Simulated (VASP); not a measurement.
Set up this calculation in VASP 6.6.1, as the native input.

```
Task                   : single point
Functional             : PBE
Potentials or basis    : VASP PAW PBE potentials, release 64 (C, Se)
Cutoff                 : 520 eV
k mesh                 : 2 × 2 × 1
Occupations            : fermi-dirac, width 0.02 eV
Spin                   : no spin polarisation
Dipole correction      : no
Further INCAR settings : LREAL = Auto; ALGO = Normal; EDIFF = 1e-06; NBANDS = 54
```

The structure of C18Se lies in POSCAR:

```
C18Se
1.0
    7.3980000000      0.0000000000      0.0000000000
   -3.6990000000      6.4068560000      0.0000000000
    0.0000000000      0.0000000000     12.0000000000
C Se
18 1
Direct
    0.0008508802     -0.0007994561      0.0768403333
    0.2186038153      0.1066142270      0.0837038333
   -0.0045966856      0.3297739172      0.0836655000
    0.2198153013      0.4456095158      0.1032745000
   -0.0007120800      0.6661303142      0.0783722500
    0.2222220775      0.7783327735      0.0787767500
    0.3320166128     -0.0017083262      0.0787965000
    0.5549480007      0.1104699403      0.0783784167
    0.3344148548      0.3310075956      0.1032078333
    0.5587983515      0.4468002715      0.0837105000
    0.3356312309      0.6700113129      0.0836703333
    0.5533738809      0.7773925308      0.0768396667
    0.6651974735      0.0002197646      0.0745722500
    0.8880161702      0.1120334217      0.0768175000
    0.6671330799      0.3333986280      0.0787972500
    0.8870917481      0.4431924176      0.0787770833
    0.6662070455      0.6645557509      0.0768629167
    0.8890309571      0.7763847041      0.0745963333
    0.2767711545      0.3884349828      0.2703399167
```

One way to write it, as run:

INCAR

```
  ALGO = Normal
  EDIFF = 1E-6
  ENCUT = 520
  GGA = PE
  ISIF = 2
  ISMEAR = -1
  LASPH = T
  LCHARG = F
  LREAL = Auto
  LWAVE = F
  NBANDS = 54
  NELM = 60
  PREC = Accurate
  SIGMA = 0.02
```

KPOINTS

```
k-points
0
Gamma
  2 2 1
```

Potentials or basis: VASP PAW PBE potentials, release 64 (C, Se).

Launch:

```console
$ cat potpaw_PBE.64/C/POTCAR potpaw_PBE.64/Se/POTCAR > POTCAR
$ mpirun -np 1 vasp_std > vasp.out
```

It gave:

```yaml
Largest_force: 0.039 eV/Å
Band_gap_on_the_k_mesh: 0.30 eV, direct
```

Caveat: the k points lie up to 0.49 Å⁻¹ apart.

Wall time 4.2 min on 1 thread of Intel(R) Xeon(R) Platinum 8259CL CPU @ 2.50GHz (Skylake/Cascade Lake), on a shared host, peak memory 0.59 GiB.
